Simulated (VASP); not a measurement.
Runs of VASP 6.6.1 on Ga2SnSe3. The structure is that of space group P-4m2 (No. 115), or close to it. The cells are those of the table. 

```tsv
task	cell	k mesh	cutoff (eV)	gap on the mesh (eV)	pressure (GPa)	largest force (eV/Å)
single point	a = 4.098, b = 4.098, c = 9.029 Å, 6 atoms	4 × 4 × 2	520	none	(a)	1.47
relaxation of cell and atoms	relaxed from a = 4.098, b = 4.098, c = 9.029 Å, 6 atoms	4 × 4 × 2	600	none	0.1	0.03
single point	a = 3.946, b = 3.946, c = 9.748 Å, 6 atoms	4 × 4 × 2	520	none	0.1	0.01
single point	a = 3.966, b = 3.966, c = 9.835 Å, 6 atoms	10 × 10 × 4	520	none	0.1	0.01
```

Alike in all rows: level PBE; potentials or basis VASP PAW PBE potentials, release 64 (Ga_d, Sn_d, Se); no spin polarisation; smearing gaussian 0.1 eV.

**Question.** Estimate the missing entries.

**Answer.** (a) -3.5.

Caveats: some runs use coarse meshes; spin-orbit coupling is left out, which moves the levels of the heavy elements; forces of over 1 eV/Å act on the atoms, so gaps and moduli don't describe the material at rest (some runs).

A k mesh can miss the band edges, and the runs leave out spin-orbit coupling on Ga, Se, Sn.

A gap of «none» marks levels without a gap at the run's occupations.
